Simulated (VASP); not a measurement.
Here is a VASP 6.6.1 calculation.

POSCAR

```
Sb
1.0
    3.3545324186      0.0000000000      0.0000000000
   -1.6772662093      2.9051102923      0.0000000000
    0.0000000000      0.0000000000      5.4701606500
Sb
2
Direct
    0.6666666667      0.3333333333      0.7500000000
    0.3333333333      0.6666666667      0.2500000000
```

Contents of INCAR.step1:

```
SYSTEM = Sb
ALGO = Normal
EDIFF = 1E-5
ENCUT = 520
GGA = PE
ISIF = 2
ISMEAR = -1
LASPH = .True.
LCHARG = .False.
LREAL = .False.
LWAVE = .True.
NBANDS = 12
NELM = 100
PREC = Accurate
SIGMA = 0.05
```

INCAR.step2

```
SYSTEM = Sb
AEXX = 0.3
ALGO = Normal
EDIFF = 1E-7
ENCUT = 520
GGA = PE
HFSCREEN = 0.2
ISIF = 2
ISMEAR = -1
ISTART = 1
LASPH = .True.
LCHARG = .False.
LHFCALC = .True.
LREAL = .False.
LWAVE = .False.
NBANDS = 12
NELM = 100
PREC = Accurate
PRECFOCK = Normal
SIGMA = 0.05
```

Contents of KPOINTS:

```
k-points
0
Gamma
  5 5 3
  0 0 0
```

Potentials or basis: VASP PAW PBE potentials, release 64 (Sb).

Launch:

```sh
$ cat potpaw_PBE.64/Sb/POTCAR > POTCAR
$ cp INCAR.step1 INCAR
$ mpirun -np 1 vasp_std > vasp.out
$ cp INCAR.step2 INCAR
$ mpirun -np 1 vasp_std > vasp.out
```

Question: Estimate the pressure.

Answer: -3.8 GPa.

Question: Predict the band gap on the k mesh.

Answer: Zero (bands 5 and 6 overlap by 6.75 eV).

Stress tensor (GPa, compression positive):
```
-5.62  0.00  0.00
 0.00 -5.62  0.00
 0.00  0.00 -0.04
```

Caveat: the k points lie up to 0.43 Å⁻¹ apart, too coarse for converged energies and pressures of a metal; the PAW data sets were made with another functional, which shifts forces and pressure a little; spin-orbit coupling is left out, which moves the levels of the heavy elements.
